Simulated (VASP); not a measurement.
A run of VASP 6.6.1 is set up as follows.

Contents of POSCAR:

```
K
1.0
   -2.6699463634      2.6699463634      2.6699463634
    2.6699463634     -2.6699463634      2.6699463634
    2.6699463634      2.6699463634     -2.6699463634
K
1
Direct
    0.0000000000      0.0000000000      0.0000000000
```

The input INCAR.step1:

```
PREC = Accurate
ENCUT = 520
ISMEAR = -1
SIGMA = 0.1
LREAL = F
LASPH = T
NELM = 60
NBANDS = 10
GGA = PE
ALGO = Normal
EDIFF = 1E-4
LWAVE = T
LCHARG = F
```

Contents of INCAR.step2:

```
PREC = Accurate
ENCUT = 520
EDIFF = 1E-6
ISMEAR = -1
SIGMA = 0.1
LREAL = F
LASPH = T
NELM = 60
ALGO = Normal
ISIF = 2
LWAVE = F
LCHARG = F
METAGGA = R2SCAN
LMIXTAU = T
NBANDS = 10
ISTART = 1
```

KPOINTS

```
Automatic mesh
0
Gamma
  8 8 8
```

Potentials or basis: VASP PAW PBE potentials, release 64 (K_sv).

Command:

```console
$ cat potpaw_PBE.64/K_sv/POTCAR > POTCAR
$ cp INCAR.step1 INCAR
$ mpirun -np 1 vasp_std > vasp.out
$ cp INCAR.step2 INCAR
$ mpirun -np 1 vasp_std > vasp.out
```

Task: What does it give for the pressure?

Result: 0.0 GPa.

Caveat: the PAW data sets were made with another functional, which shifts forces and pressure a little.
